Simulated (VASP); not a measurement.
Set up this calculation in VASP 6.6.1, as the native input.

- Task: relaxation of cell and atoms
- Functional: PBE
- Potentials or basis: VASP PAW PBE potentials, release 64 (Zn, O)
- Cutoff: 600 eV
- k mesh: 4 × 4 × 8
- Occupations: gaussian, width 0.02 eV
- Spin: no spin polarisation
- Dipole correction: no
- Further INCAR settings: ALGO = Normal; EDIFF = 1e-07; IBRION = 2; EDIFFG = -0.01; NSW = 80; ISIF = 3

The structure of ZnO lies in POSCAR:

```
ZnO
1.0
    5.5175700700      0.0000000000      0.0000000000
    0.0000000000      5.5175700700      0.0000000000
    0.0000000000      0.0000000000      3.2587787700
Zn O
4 4
Direct
    0.1819728400      0.1819728400      0.5000000000
    0.8180271600      0.8180271600      0.5000000000
    0.6819728400      0.3180271600      0.0000000000
    0.3180271600      0.6819728400      0.0000000000
    0.8172472300      0.1827527700      0.5000000000
    0.1827527700      0.8172472300      0.5000000000
    0.6827527700      0.6827527700      0.0000000000
    0.3172472300      0.3172472300      0.0000000000
```

The input as run:

INCAR

```
PREC     = Accurate       # precision mode
ENCUT    = 600            # plane-wave cutoff, eV
EDIFF    = 1E-7           # SCF threshold, eV
ISMEAR   = 0              # smearing method
SIGMA    = 0.02           # smearing width, eV
LREAL    = False          # projectors in reciprocal space
LASPH    = True           # aspherical terms in the spheres
NELM     = 80             # most SCF steps
ALGO     = Normal         # electronic algorithm
ISIF     = 3              # what is computed and relaxed
LWAVE    = False          # write WAVECAR
LCHARG   = False          # write CHGCAR
GGA      = PE             # functional
IBRION   = 2              # ionic algorithm
NSW      = 80             # ionic steps
EDIFFG   = -0.01          # ionic threshold
```

KPOINTS

```
regular mesh
0
Gamma
  4 4 8
```

Potentials or basis: VASP PAW PBE potentials, release 64 (Zn, O).

Run with:

```console
$ cat potpaw_PBE.64/Zn/POTCAR potpaw_PBE.64/O/POTCAR > POTCAR
$ mpirun -np 1 vasp_std > vasp.out
```

It gave:

```yaml
Relaxed_volume: 12.96 Å³/atom
Relaxed_cell: a = 5.617 Å, b = 5.617 Å, c = 3.287 Å, α = 90.00°, β = 90.00°, γ = 90.00°
Space_group_after_relaxing_to_0.1_Å: P4_2/mnm (No. 136)
Energy_gained_by_relaxing: 9.9 meV/atom
Ionic_steps: 10
Pressure_after_relaxing: 0.0 GPa
Largest_force_after_relaxing: 0.007 eV/Å
Band_gap_on_the_k_mesh: 0.74 eV
```

Caveat: semilocal functionals underestimate gaps, and a narrow one can read as zero.

Run time: 25 min on 1 thread of Oxide Virtual Turin-like Processor, with other jobs on the host, peak memory 0.29 GiB.
